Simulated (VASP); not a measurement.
# Al6W (P4/mmm) in VASP: notebook

The runs below take Al6W through relaxation of shape and atoms at fixed volume, with PBE.

Everything below comes from runs of VASP 6.6.1. Logs are shortened: lines on timing, memory, paths and dates and some standing lists are left out, and cuts for length are marked.

## 1. The cell of the first run

It takes space group P4/mmm (No. 123, tetragonal). The conventional cell has a = 5.419 Å, b = 5.419 Å, c = 3.557 Å, α = 90.00°, β = 90.00°, γ = 90.00°. Within 3.4 Å of Al (site symmetry m2m) lie 8 Al at 2.60 to 2.82 Å and 2 W at 2.67 Å. Within 3.4 Å of Al (site symmetry mmm) lie 8 Al at 2.62 Å and 2 W at 2.71 Å. Within 3.6 Å of W (site symmetry 4/mmm) lie 12 Al at 2.67 to 2.71 Å and 2 W at 3.56 Å.

## 2. Relaxation of shape and atoms at fixed volume, PBE (14.92 Å³/atom)

Input file INCAR:

```
ALGO = Normal ; EDIFF = 1E-7
EDIFFG = -0.01 ; ENCUT = 500
GGA = PE ; GGA_COMPAT = False
IBRION = 2 ; ISIF = 4
ISMEAR = 0 ; LASPH = True
LCHARG = False ; LREAL = False
LWAVE = False ; NELM = 120
NELMIN = 4 ; NSW = 50
PREC = Accurate ; SIGMA = 0.1
```

Input file KPOINTS:

```
k-points
0
Gamma
  6 6 8
```

Input file POSCAR:

```
Al6W
1.0
    5.4187401302      0.0000000000      0.0000000000
    0.0000000000      5.4187401302      0.0000000000
    0.0000000000      0.0000000000      3.5572999298
Al W
6 1
Direct
    0.7601846292      0.7601846292      0.0000000000
    0.2398153708      0.2398153708      0.0000000000
    0.2398153708      0.7601846292      0.0000000000
    0.7601846292      0.2398153708      0.0000000000
    0.5000000000      0.0000000000      0.5000000000
    0.0000000000      0.5000000000      0.5000000000
    0.5000000000      0.5000000000      0.5000000000
```

Potentials or basis: VASP PAW PBE potentials, release 64 (Al, W_sv).

On the command line:

```bash
$ cat potpaw_PBE.64/Al/POTCAR potpaw_PBE.64/W_sv/POTCAR > POTCAR
$ mpirun -np 1 vasp_std > vasp.out
```

OUTCAR:

```text
EDIFF = 1E-7
   EDIFFG = -0.01
   ENCUT = 500
   GGA = PE
   IBRION = 2
   ISIF = 4
   ISMEAR = 0
   LASPH = True
   LREAL = False
   NELM = 120
   NELMIN = 4
   NSW = 50
   PREC = Accurate

 ion  position               nearest neighbor table
   1  0.760  0.760  0.000-   3 2.60   4 2.60   5 2.62   6 2.62   5 2.62   6 2.62   7 2.67   7 2.67
                             4 2.82   3 2.82
   2  0.240  0.240  0.000-   3 2.60   4 2.60   5 2.62   6 2.62   5 2.62   6 2.62   7 2.67   7 2.67
                             4 2.82   3 2.82
   3  0.240  0.760  0.000-   1 2.60   2 2.60   5 2.62   6 2.62   5 2.62   6 2.62   7 2.67   7 2.67
                             1 2.82   2 2.82
   4  0.760  0.240  0.000-   1 2.60   2 2.60   5 2.62   6 2.62   5 2.62   6 2.62   7 2.67   7 2.67
                             1 2.82   2 2.82
   5  0.500  0.000  0.500-   1 2.62   2 2.62   3 2.62   4 2.62   1 2.62   2 2.62   3 2.62   4 2.62
                             7 2.71   7 2.71
   6  0.000  0.500  0.500-   1 2.62   2 2.62   3 2.62   4 2.62   1 2.62   2 2.62   3 2.62   4 2.62
                             7 2.71   7 2.71
   7  0.500  0.500  0.500-   1 2.67   2 2.67   3 2.67   4 2.67   1 2.67   2 2.67   3 2.67   4 2.67
                             5 2.71   6 2.71   5 2.71   6 2.71

  LATTYP: Found a simple tetragonal cell.
 ALAT       =     5.4187401302
 C/A-ratio  =     0.6564809982

  Lattice vectors:

 A1 = (   5.4187401302,   0.0000000000,   0.0000000000)
 A2 = (   0.0000000000,   5.4187401302,   0.0000000000)
 A3 = (   0.0000000000,   0.0000000000,   3.5572999298)

Analysis of symmetry for initial positions (statically):
=====================================================================
 Subroutine PRICEL returns:
 Original cell was already a primitive cell.

 Routine SETGRP: Setting up the symmetry group for a
 simple tetragonal supercell.

 Subroutine GETGRP returns: Found 16 space group operations
 (whereof 16 operations were pure point group operations)
 out of a pool of 16 trial point group operations.

The static configuration has the point symmetry D_4h.

Analysis of symmetry for dynamics (positions and initial velocities):
=====================================================================
 Subroutine PRICEL returns:
 Original cell was already a primitive cell.

 Routine SETGRP: Setting up the symmetry group for a
 simple tetragonal supercell.

 Subroutine GETGRP returns: Found 16 space group operations
 (whereof 16 operations were pure point group operations)
 out of a pool of 16 trial point group operations.

The dynamic configuration has the point symmetry D_4h.

 Subroutine INISYM returns: Found 16 space group operations
 (whereof 16 operations are pure point group operations),
 and found     1 'primitive' translations
[... 112 lines left out ...]
   ISYM   =      2    0-nonsym 1-usesym 2-fastsym
   POTIM  = 0.5000    time-step for ionic-motion
   TEBEG  =    0.0;   TEEND  =   0.0 temperature during run
   PSTRESS=    0.0 pullay stress
   NELECT =      32.0000    total number of electrons
   NUPDOWN=      -1.0000    fix difference up-down
   EMIN   =  10.00;   EMAX   =-10.00  energy-range for DOS
   EFERMI =   0.00;   METHOD = LEGACY
   ISMEAR =     0;   SIGMA  =   0.10  broadening in eV -4-tet -1-fermi 0-gaus
   EFERMI_NEDOS =   21; number of points for ismear=-14 and -15
   IALGO  =     38    algorithm
   IMIX   =      4    mixing-type and parameters
     AMIX     =   0.40;   BMIX     =  1.00
     AMIX_MAG =   1.60;   BMIX_MAG =  1.00
  volume/ion in A,a.u.               =      14.92       100.70
  Fermi-wavevector in a.u.,A,eV,Ry     =   1.103619  2.085537 16.571550  1.217975
  Thomas-Fermi vector in A             =   2.240080
   LORBIT       =      0    0 simple, 1 ext, 2 COOP (PROOUT), +10 PAW based schemes
   GGA     = PE    functional components
   LHFCALC =     F    Hartree Fock is set to
   AEXX    =    0.0000 exact exchange contribution
   IVDW    =     0    specifies the selected vdW correction
   LEPSILON=     F    determine dielectric tensor
   LRPA    =     F    only Hartree local field effects (RPA)
 conjugate gradient relaxation of ions
 non-spin polarized calculation
 Gauss-broadening in eV      SIGMA  =   0.10
  energy-cutoff  :      500.00
  volume of cell :      104.45
 maximum number of plane-waves:      2684
 NGX is ok and might be reduce to    40
   NGX = 19   NGY = 19   NGZ = 13

--------------------------------------- Ionic step        1  -------------------------------------------

 number of electron      31.9999999 magnetization

 Free energy of the ion-electron system (eV)
  ---------------------------------------------------
  ext. energy  EPLUGINS =         0.00000000
  ---------------------------------------------------
  free energy    TOTEN  =       -35.30040988 eV

  energy without entropy =      -35.29311022  energy(sigma->0) =      -35.29676005

------------------------ aborting loop because EDIFF is reached ----------------------------------------

  FORCE on cell =-STRESS in cart. coord.  units (eV):
  Direction    XX          YY          ZZ          XY          YZ          ZX
  --------------------------------------------------------------------------------------
  -------------------------------------------------------------------------------------
  Total       11.8928122     11.8928122     11.5000678      0.0000000      0.0000000      0.0000000
  in kB      182.4223354    182.4223354    176.3980788      0.0000000      0.0000000      0.0000000
  external PRESSURE =     180.4142499 kB  Pullay stress =       0.0000000 kB
[... 151 lines left out ...]
--------------------------------------- Ionic step        5  -------------------------------------------

 number of electron      32.0000000 magnetization

 Free energy of the ion-electron system (eV)
  ---------------------------------------------------
  ext. energy  EPLUGINS =         0.00000000
  ---------------------------------------------------
  free energy    TOTEN  =       -35.30282859 eV

  energy without entropy =      -35.29536507  energy(sigma->0) =      -35.29909683

 E-fermi :   9.2900     XC(G=0): -10.9511

 val. band max:        9.2589524534   @ k =   0.1667   0.0000   0.0000
 cond. band min:       9.3282571378   @ k =   0.3333   0.0000   0.3750
 fundamental gap:      0.0693046844
 Fermi energy:         9.2899917981

 k-point     1 :       0.0000    0.0000    0.0000
  band No.  band energies     occupation
      1     -64.2923      2.00000
      2     -28.6292      2.00000
      3     -28.5746      2.00000
      4     -28.5746      2.00000
      5      -2.2828      2.00000
      6       1.3588      2.00000
[... 541 lines left out ...]
     19      11.0264      0.00000
     20      11.3608      0.00000

 [... further k-points ...]
[... 5 lines left out ...]
  --------------------------------------------------------------------------------------
  -------------------------------------------------------------------------------------
  Total       11.6003764     11.6003764     11.6027546      0.0000000      0.0000000     -0.0000000
  in kB      177.9366994    177.9366994    177.9731790      0.0000000      0.0000000     -0.0000000
  external PRESSURE =     177.9488593 kB  Pullay stress =       0.0000000 kB
[... 22 lines left out ...]
  FREE ENERGIE OF THE ION-ELECTRON SYSTEM (eV)
  ---------------------------------------------------
  free  energy   TOTEN  =       -35.3028285875 eV

  energy  without entropy=      -35.2953650689  energy(sigma->0) =      -35.29909683

 reached required accuracy - stopping structural energy minimisation
```

It took 6.2 min on 1 thread of Intel Xeon 8259CL, shared host; peak memory 0.26 GiB.

Results:

```
Free energy                  : -35.3028 eV
Energy gained by relaxing    : 0.3 meV/atom
Ionic steps                  : 5
Pressure after relaxing      : 17.8 GPa
Largest force after relaxing : 0.006 eV/Å
Band gap on the k mesh       : zero (bands 16 and 17 overlap by 2.02 eV)
```

Forces on the atoms (eV/Å):
```
Al   0.004  0.004  0.000
Al  -0.004 -0.004  0.000
Al  -0.004  0.004  0.000
Al   0.004 -0.004  0.000
Al   0.000  0.000  0.000
Al   0.000  0.000  0.000
W    0.000  0.000  0.000
```

Step by step:
```tsv
step	energy change (eV)	largest force (eV/Å)	pressure (GPa)	volume (Å³)
1	0.0000	0.0911	18.04	104.45
2	-0.0016	0.0219	17.93	104.45
3	-0.0020	0.0270	17.85	104.45
4	-0.0023	0.0076	17.82	104.45
5	-0.0024	0.0062	17.79	104.45
```

Final structure:
```
CELL_PARAMETERS angstrom
5.43578 0.00000 0.00000
0.00000 5.43578 0.00000
0.00000 0.00000 3.53504
ATOMIC_POSITIONS crystal
Al 0.76106 0.76106 0.00000
Al 0.23894 0.23894 0.00000
Al 0.23894 0.76106 0.00000
Al 0.76106 0.23894 0.00000
Al 0.50000 0.00000 0.50000
Al 0.00000 0.50000 0.50000
W 0.50000 0.50000 0.50000
```

Caveat: spin-orbit coupling is left out, which moves the levels of the heavy elements.

## 3. Relaxation of shape and atoms at fixed volume, PBE (15.43 Å³/atom)

This run uses another cell than the first one, of 15.43 Å³/atom.

Input file INCAR:

```
PREC = Accurate
ENCUT = 500
EDIFF = 1E-7
ISMEAR = 0
SIGMA = 0.1
LREAL = False
LASPH = True
NELM = 120
ALGO = Normal
ISIF = 4
LWAVE = False
LCHARG = False
GGA = PE
IBRION = 2
NSW = 50
EDIFFG = -0.01
GGA_COMPAT = False
NELMIN = 4
```

Input file KPOINTS:

```
Automatic mesh
0
Gamma
  6 6 8
```

Input file POSCAR:

```
Al6W
1.0
    5.4687406862      0.0000000000      0.0000000000
    0.0000000000      5.4687406862      0.0000000000
    0.0000000000      0.0000000000      3.6116128545
Al W
6 1
Direct
    0.7593822893      0.7593822893      0.0000000000
    0.2406177107      0.2406177107      0.0000000000
    0.2406177107      0.7593822893      0.0000000000
    0.7593822893      0.2406177107      0.0000000000
    0.5000000000      0.0000000000      0.5000000000
    0.0000000000      0.5000000000      0.5000000000
    0.5000000000      0.5000000000      0.5000000000
```

Potentials or basis: VASP PAW PBE potentials, release 64 (Al, W_sv).

On the command line:

```bash
$ cat potpaw_PBE.64/Al/POTCAR potpaw_PBE.64/W_sv/POTCAR > POTCAR
$ mpirun -np 1 vasp_std > vasp.out
```

Wall time 4.8 min (1 thread of Intel Xeon 8259CL, shared host); peak memory 0.26 GiB.

The run converged. Its results:

```
Free energy                  : -35.6365 eV
Energy gained by relaxing    : 0.2 meV/atom
Ionic steps                  : 4
Pressure after relaxing      : 12.3 GPa
Largest force after relaxing : 0.004 eV/Å
Band gap on the k mesh       : zero (bands 16 and 17 overlap by 1.98 eV)
```

Forces on the atoms (eV/Å):
```
Al  -0.003 -0.003  0.000
Al   0.003  0.003  0.000
Al   0.003 -0.003  0.000
Al  -0.003  0.003  0.000
Al   0.000  0.000  0.000
Al   0.000  0.000  0.000
W    0.000  0.000  0.000
```

Step by step:
| step | energy change (eV) | largest force (eV/Å) | pressure (GPa) | volume (Å³) |
| --- | --- | --- | --- | --- |
| 1 | 0.0000 | 0.0862 | 12.48 | 108.01 |
| 2 | -0.0014 | 0.0236 | 12.38 | 108.01 |
| 3 | -0.0016 | 0.0148 | 12.33 | 108.01 |
| 4 | -0.0017 | 0.0036 | 12.32 | 108.01 |

Final structure:
```yaml
crystal:
  lattice:
    - [5.47845, 0.00000, 0.00000]
    - [0.00000, 5.47845, 0.00000]
    - [0.00000, 0.00000, 3.59882]
  atoms:
    - { symbol: Al, position: [0.76019, 0.76019, 0.00000] }
    - { symbol: Al, position: [0.23981, 0.23981, 0.00000] }
    - { symbol: Al, position: [0.23981, 0.76019, 0.00000] }
    - { symbol: Al, position: [0.76019, 0.23981, 0.00000] }
    - { symbol: Al, position: [0.50000, 0.00000, 0.50000] }
    - { symbol: Al, position: [0.00000, 0.50000, 0.50000] }
    - { symbol: W, position: [0.50000, 0.50000, 0.50000] }
```

Levels at points of the mesh, in eV from the Fermi level:
```csv
k point,band 12,band 13,band 14,band 15,band 16,band 17,band 18,band 19,band 20
"(0.00, 0.00, 0.00)",-2.18,-2.18,-1.36,-1.36,-0.88,-0.06,0.50,2.13,3.94
"(0.50, 0.00, 0.00)",-2.03,-1.30,-0.78,-0.41,-0.32,0.09,2.32,2.46,2.76
"(0.50, 0.50, 0.00)",-1.92,-1.49,-0.79,1.00,1.00,1.29,1.29,2.24,2.28
"(0.00, 0.00, 0.50)",-3.24,-2.87,-2.43,-1.41,-1.41,-0.09,1.18,1.18,1.38
"(0.50, 0.00, 0.50)",-3.29,-2.87,-2.63,-2.16,-1.23,-0.98,1.38,1.55,1.58
"(0.50, 0.50, 0.50)",-4.92,-2.38,-1.39,-1.39,0.49,1.18,1.35,1.39,2.38
```

Caveat: spin-orbit coupling is left out, which moves the levels of the heavy elements.
